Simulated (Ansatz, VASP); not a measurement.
# One calculation of MgS, two programs

File POSCAR:

```
MgS
1.0
    0.0000000000      2.6015179373      2.7087004763
    2.6015179373      0.0000000000      2.7087004763
    2.6015179373      2.6015179373      0.0000000000
Mg S
1 1
Direct
    0.0000000000      0.0000000000      0.0000000000
    0.5000000000      0.5000000000      0.5000000000
```

INCAR.step1

```
  PREC = Accurate
  ENCUT = 520
  EDIFF = 1E-5
  ISMEAR = 0
  SIGMA = 0.01
  LREAL = False
  LASPH = True
  NELM = 80
  ALGO = Normal
  ISIF = 2
  LWAVE = True
  LCHARG = False
  GGA = PE
  NBANDS = 11
```

Contents of INCAR.step2:

```
  PREC = Accurate
  ENCUT = 520
  EDIFF = 1E-6
  ISMEAR = 0
  SIGMA = 0.01
  LREAL = False
  LASPH = True
  NELM = 80
  ALGO = Normal
  ISIF = 2
  LWAVE = False
  LCHARG = False
  GGA = PE
  LHFCALC = True
  HFSCREEN = 0.2079
  PRECFOCK = Normal
  ISTART = 1
  NBANDS = 11
```

Contents of KPOINTS:

```
regular mesh
0
Gamma
  6 6 6
```

Input for Ansatz:

```yaml
crystal:
  lattice:
    - [0.0, 2.6015179373, 2.7087004763]
    - [2.6015179373, 0.0, 2.7087004763]
    - [2.6015179373, 2.6015179373, 0.0]
  atoms:
    - { symbol: Mg, position: [0.0, 0.0, 0.0] }
    - { symbol: S, position: [0.5, 0.5, 0.5] }
kpoints:
  mp_grid: { grid: [6, 6, 6] }
  band_path:
    path:
      - [0.0, 0.0, 0.0]
      - [0.5, 0.0, 0.5]
      - [0.625, 0.25, 0.625]
      - [0.375, 0.375, 0.75]
      - [0.5, 0.5, 0.5]
      - [0.5, 0.25, 0.75]
    npoints: 1
hamiltonian:
  xc: hse06
scf:
  occupations: { method: fixed }
  n_extra_bands: 4
output:
  forces: true
  stress: true
  eigenvalues: true
  write_density: true
  write_potential: true
  elf: true
  volumetric_format: npy
```

Change from the starting cell: uniaxial_z strain +4.1%.

Alike in both runs: task single point; functional HSE06; k mesh 6 × 6 × 6; no spin polarisation.

|  | VASP | Ansatz |
| --- | --- | --- |
| version | VASP 6.6.1 | Ansatz 0.2.0 |
| potentials or method | VASP PAW PBE potentials, release 64 (Mg, S) | plane waves, PAW |
| plane-wave cutoff (eV) | 520 | 420 |
| occupations | gaussian, width 0.01 eV | fixed |
| valence electrons in the cell | 8 | 16 |

```csv
,VASP,Ansatz,Ansatz less VASP
gap on the k mesh at the Fermi level (eV),3.48,3.53,+0.053
pressure (GPa),-3.4,-3.1,+0.30
"traceless stress, the component that is largest in VASP (GPa)",-2.01,-2.04,-0.028
```

VASP's potentials hold 8 valence electrons a cell and Ansatz's 16, so a difference there can come from the potentials and not from the codes. Ansatz's warnings: stress exchange threshold loose, stress scf threshold loose.
